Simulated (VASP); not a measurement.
A run of VASP 6.6.1 is set up as follows.

Contents of INCAR:

```
  PREC = Accurate
  ENCUT = 520
  EDIFF = 1E-6
  ISMEAR = -1
  SIGMA = 0.05
  LREAL = False
  LASPH = True
  NELM = 100
  ALGO = Normal
  ISIF = 2
  LWAVE = False
  LCHARG = False
  GGA = PE
  IVDW = 12
  NBANDS = 12
```

KPOINTS

```
regular mesh
0
Gamma
  10 10 10
```

File POSCAR:

```
Au
1.0
    2.7214880101      0.0000000000      0.0000000000
    0.0000000000      2.7214880101      0.0000000000
    0.0000000000      0.0000000000      2.7214880101
Au
1
Direct
    0.5000000000      0.5000000000      0.5000000000
```

Potentials or basis: VASP PAW PBE potentials, release 64 (Au).

Run with:

```console
$ cat potpaw_PBE.64/Au/POTCAR > POTCAR
$ mpirun -np 1 vasp_std > vasp.out
```

Question: Estimate the pressure.

Answer: -1.1 GPa.

Question: Estimate the dispersion energy per atom.

Answer: -0.567 eV.

Caveat: three body term missing; pairwise dispersion overbinds metals, which lowers pressure and volume.
